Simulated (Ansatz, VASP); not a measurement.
## Two plane-wave programs on Cr

File INCAR:

```
ALGO = Normal
EDIFF = 1E-6
ENCUT = 520
GGA = CA
ISIF = 2
ISMEAR = -1
LASPH = True
LCHARG = True
LELF = True
LREAL = False
LVHAR = True
LWAVE = False
NBANDS = 19
NELM = 100
PREC = Accurate
SIGMA = 0.1
```

KPOINTS

```
k-points
0
Gamma
  18 18 18
```

POSCAR

```
Cr
1.0
    0.0000000000      2.4713809558      2.4713809558
    2.4713809558      0.0000000000      2.4713809558
    2.4713809558      2.4713809558      0.0000000000
Cr
2
Direct
    0.1250000000      0.1250000000      0.1250000000
    0.8750000000      0.8750000000      0.8750000000
```

Input for Ansatz:

```yaml
crystal:
  lattice:
    - [0.0, 2.4713809558, 2.4713809558]
    - [2.4713809558, 0.0, 2.4713809558]
    - [2.4713809558, 2.4713809558, 0.0]
  atoms:
    - { symbol: Cr, position: [0.125, 0.125, 0.125] }
    - { symbol: Cr, position: [0.875, 0.875, 0.875] }
hamiltonian:
  xc: lda
  pseudopotentials:
    kind: paw
    azcp:
      Cr: "pseudopotentials/Cr.paw.azcp"
basis:
  ecutwfc: 420
  fft_grid_basis: typed
kpoints:
  mp_grid: { grid: [18, 18, 18], shift: [0, 0, 0] }
magnetization:
  spin_polarized: false
scf:
  occupations: { method: fermi_dirac, width: 0.1 }
output:
  stress: true
```

Alike in both runs: task single point; functional LDA; k mesh 18 × 18 × 18; occupations fermi-dirac, width 0.1 eV; no spin polarisation.

|  | VASP | Ansatz |
| --- | --- | --- |
| version | VASP 6.6.1 | Ansatz 0.2.0 |
| potentials or method | VASP PAW LDA potentials, release 64 (Cr_pv), cutoff 520 eV | plane waves (420 eV) with PAW, scalar-relativistic |
| valence electrons in the cell | 24 | 28 |

VASP gave:

| Quantity | Value |
| --- | --- |
| pressure (GPa) | 0.7 |

Problem. What did Ansatz give for the same quantities?

Solution. Pressure (GPa): 0.0.

Ansatz warns that its potentials were made for another functional, while VASP's fit it. LDA's correlation is that of Perdew and Zunger in VASP and of Perdew and Wang (1992) in Ansatz. VASP's potentials hold 24 valence electrons a cell and Ansatz's 28, so a difference there can come from the potentials and not from the codes.
